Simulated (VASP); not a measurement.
# CdHg2Se3 in VASP: notebook, part 2 of 2

VASP 6.6.1. Earlier steps stand in the parts before.

### Step 3. Single point, PBE

This run uses another cell than the first one, of 29.18 Å³/atom.

INCAR reads:

```
SYSTEM = CdHg2Se3
ALGO = Normal
EDIFF = 1E-6
ENCUT = 520
GGA = PE
ISIF = 2
ISMEAR = 0
LASPH = .TRUE.
LCHARG = .FALSE.
LREAL = .FALSE.
LWAVE = .FALSE.
NBANDS = 66
NELM = 100
PREC = Accurate
SIGMA = 0.1
```

KPOINTS reads:

```
k-points
0
G
  4 2 2
  0 0 0
```

POSCAR reads:

```
CdHg2Se3
1.0
   -3.6785567134     -2.3885861258      0.0034818656
   -3.6568967097      7.1311284919     -0.0023097806
    1.0191856488      0.0077900915    -10.0154261249
Cd Hg Se
2 4 6
Direct
    0.1807167961      0.8192197015      0.5002947223
    0.6805274472      0.3193759454      0.5002489722
    0.6356114232      0.6403989470      0.1707828018
    0.1350585466      0.1402512349      0.1709475213
    0.2226727615      0.5014564823      0.8294095002
    0.7232334163      0.0015968457      0.8292812079
    0.7139977015      0.7678128391      0.6536544501
    0.2136887908      0.2678586722      0.6536137289
    0.9900129663      0.5273373843      0.3461426955
    0.4898990102      0.0273583390      0.3462246784
    0.2572743120      0.7436789395     -0.0002915991
    0.7573068283      0.2436546691     -0.0003086797
```

Potentials or basis: VASP PAW PBE potentials, release 64 (Cd, Hg, Se).

Command:

```sh
$ cat potpaw_PBE.64/Cd/POTCAR potpaw_PBE.64/Hg/POTCAR potpaw_PBE.64/Se/POTCAR > POTCAR
$ mpirun -np 1 vasp_std > vasp.out
```

OUTCAR:

```text
SYSTEM = CdHg2Se3
   EDIFF = 1E-6
   ENCUT = 520
   GGA = PE
   ISIF = 2
   ISMEAR = 0
   LASPH = .TRUE.
   LREAL = .FALSE.
   NELM = 100
   PREC = Accurate

 ion  position               nearest neighbor table
   1  0.181  0.819  0.500-  10 2.68   7 2.68   9 2.76   7 2.77
   2  0.681  0.319  0.500-   9 2.68   8 2.68  10 2.76   8 2.77
   3  0.636  0.640  0.171-   9 2.51  11 2.51   5 3.81
   4  0.135  0.140  0.171-  10 2.51  12 2.51   6 3.81
   5  0.223  0.501  0.829-   8 2.51  11 2.51   3 3.81
   6  0.723  0.002  0.829-   7 2.51  12 2.51   4 3.81
   7  0.714  0.768  0.654-   6 2.51   1 2.68   1 2.77
   8  0.214  0.268  0.654-   5 2.51   2 2.68   2 2.77
   9  0.990  0.527  0.346-   3 2.51   2 2.68   1 2.76
  10  0.490  0.027  0.346-   4 2.51   1 2.68   2 2.76
  11  0.257  0.744  1.000-   3 2.51   5 2.51
  12  0.757  0.244  1.000-   4 2.51   6 2.51

  LATTYP: Found a triclinic cell.
 ALAT       =     4.3860158798
 B/A-ratio  =     2.1704757305
 C/A-ratio  =     2.2952841097
 COS(alpha) =     0.0016094131
 COS(beta)  =     0.0861202241
 COS(gamma) =     0.5464985544

[... 201 lines left out ...]
      5     -11.1367      2.00000
      6     -11.0482      2.00000
[... 817 lines left out ...]
     65       6.1357      0.00000
     66       6.3824      0.00000

------------------------ aborting loop because EDIFF is reached ----------------------------------------

  FORCE on cell =-STRESS in cart. coord.  units (eV):
  Direction    XX          YY          ZZ          XY          YZ          ZX
  --------------------------------------------------------------------------------------
  -------------------------------------------------------------------------------------
  Total        0.4255238      0.6941296      0.7486489     -0.0057158     -0.0161384      0.2659120
  in kB        1.9468402      3.1757554      3.4251900     -0.0261509     -0.0738357      1.2165903
  external PRESSURE =       2.8492619 kB  Pullay stress =       0.0000000 kB

 VOLUME and BASIS-vectors are now :
 -----------------------------------------------------------------------------
  energy-cutoff  :      520.00
  volume of cell :      350.19
      direct lattice vectors                 reciprocal lattice vectors
    -3.678556713 -2.388586126  0.003481866    -0.203949893 -0.104593799 -0.020835619
    -3.656896710  7.131128492 -0.002309781    -0.068313375  0.105196418 -0.006869855
     1.019185649  0.007790091-10.015426125    -0.000055149 -0.000060623 -0.099851636

 POSITION                                       TOTAL-FORCE (eV/Angst)
 -----------------------------------------------------------------------------------
     -3.15069      5.41420     -5.01193        -0.001712      0.000420     -0.003568
     -3.16144      0.65591     -5.00857        -0.000434      0.001028     -0.004077
     -4.50595      3.04988     -1.70973        -0.003201     -0.002321     -0.008979
     -0.83548      0.67888     -1.71197        -0.004891     -0.002144     -0.008265
     -1.80757      3.05054     -8.30727         0.005744      0.002317      0.005398
     -1.82110     -1.70966     -8.30309         0.006929      0.002515      0.004117
     -4.76810      3.77502     -6.54592         0.027167     -0.043006      0.024196
     -1.09944      1.40481     -6.54609         0.025291     -0.042996      0.023601
     -5.21745      1.39848     -3.46454        -0.027061     -0.042115     -0.021978
     -1.54930     -0.97237     -3.46595        -0.027082     -0.041184     -0.020612
     -2.64707      4.69654    -10.01333        -0.000598      0.083874      0.005143
     -2.65795     -0.06357    -10.01026        -0.000151      0.083612      0.005025
 -----------------------------------------------------------------------------------
    total drift:                               -0.000044      0.000104      0.000469

  FREE ENERGIE OF THE ION-ELECTRON SYSTEM (eV)
  ---------------------------------------------------
  free  energy   TOTEN  =       -26.7243738916 eV

  energy  without entropy=      -26.7243738916  energy(sigma->0) =      -26.72437389
```

OSZICAR:

```text
N       E                     dE             d eps       ncg     rms          rms(c)
DAV:   1     0.782708514407E+03    0.78271E+03   -0.49996E+04  1584   0.147E+03
DAV:   2     0.273815378301E+02   -0.75533E+03   -0.72645E+03  1726   0.350E+02
DAV:   3    -0.283766611720E+02   -0.55758E+02   -0.55117E+02  1846   0.899E+01
DAV:   4    -0.293131016123E+02   -0.93644E+00   -0.93340E+00  1744   0.105E+01
DAV:   5    -0.293250382535E+02   -0.11937E-01   -0.11930E-01  1862   0.107E+00    0.149E+01
DAV:   6    -0.267926986293E+02    0.25323E+01   -0.55785E+00  1940   0.149E+01    0.116E+01
DAV:   7    -0.267465989197E+02    0.46100E-01   -0.23114E+00  1752   0.461E+00    0.521E+00
DAV:   8    -0.267296295431E+02    0.16969E-01   -0.27353E-01  1682   0.312E+00    0.752E-01
DAV:   9    -0.267239375470E+02    0.56920E-02   -0.46796E-02  1742   0.146E+00    0.231E-01
DAV:  10    -0.267242275642E+02   -0.29002E-03   -0.31643E-03  1702   0.256E-01    0.160E-01
DAV:  11    -0.267243373147E+02   -0.10975E-03   -0.96730E-04  1978   0.143E-01    0.545E-02
DAV:  12    -0.267243735166E+02   -0.36202E-04   -0.15895E-04  1694   0.556E-02    0.306E-02
DAV:  13    -0.267243738916E+02   -0.37502E-06   -0.52969E-06  1574   0.897E-03
   1 F= -.26724374E+02 E0= -.26724374E+02  d E =-.893346E-11
```

It took 6.9 min on 1 thread of Intel Xeon Platinum 8259CL at 2.50GHz (Skylake/Cascade Lake), shared host; peak memory 0.55 GiB.

What came out:

```yaml
Free_energy: -26.7244 eV
Pressure: 0.3 GPa
Largest_force: 0.084 eV/Å
Band_gap_on_the_k_mesh: 0.97 eV
```

Forces in eV/Å, atoms in the order of the input:
```
Cd  -0.002  0.000 -0.004
Cd   0.000  0.001 -0.004
Hg  -0.003 -0.002 -0.009
Hg  -0.005 -0.002 -0.008
Hg   0.006  0.002  0.005
Hg   0.007  0.003  0.004
Se   0.027 -0.043  0.024
Se   0.025 -0.043  0.024
Se  -0.027 -0.042 -0.022
Se  -0.027 -0.041 -0.021
Se  -0.001  0.084  0.005
Se   0.000  0.084  0.005
```

Caveat: spin-orbit coupling is left out, which moves the levels of the heavy elements. A k mesh can miss the band edges.
